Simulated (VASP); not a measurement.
A run of VASP 6.6.1:

Contents of INCAR:

```
  PREC = Accurate
  ENCUT = 600
  EDIFF = 1E-6
  ISMEAR = 0
  SIGMA = 0.1
  LREAL = False
  LASPH = True
  NELM = 120
  ALGO = Normal
  ISIF = 2
  LWAVE = False
  LCHARG = False
  GGA = PE
  NBANDS = 44
  GGA_COMPAT = False
```

File KPOINTS:

```
Automatic mesh
0
Gamma
  6 6 2
```

The input POSCAR:

```
Zr2Ta3O2
1.0
    3.0789728314      0.0000000000      0.0000000000
   -1.5394864157      2.6664686895      0.0000000000
    0.0000000000      0.0000000000     13.2063497390
Zr Ta O
2 3 2
Direct
    0.6666666667      0.3333333333      0.4030806264
    0.3333333333      0.6666666667      0.5969193736
    0.3333333333      0.6666666667      0.1828209122
    0.6666666667      0.3333333333      0.8171790878
    0.0000000000      0.0000000000      0.0000000000
    0.0000000000      0.0000000000      0.2887335321
    0.0000000000      0.0000000000      0.7112664679
```

Potentials or basis: VASP PAW PBE potentials, release 64 (Zr_sv, Ta_pv, O).

Launch:

```bash
$ cat potpaw_PBE.64/Zr_sv/POTCAR potpaw_PBE.64/Ta_pv/POTCAR potpaw_PBE.64/O/POTCAR > POTCAR
$ mpirun -np 1 vasp_std > vasp.out
```

Hardware: 1 thread of Intel Xeon 8259CL (shared host).

Task: Estimate the wall time of this run.

Result: Wall time 4 min on 1 thread of Intel Xeon 8259CL, on a shared host, peak memory 0.31 GiB. Counts: scf iterations 17, k points 14.
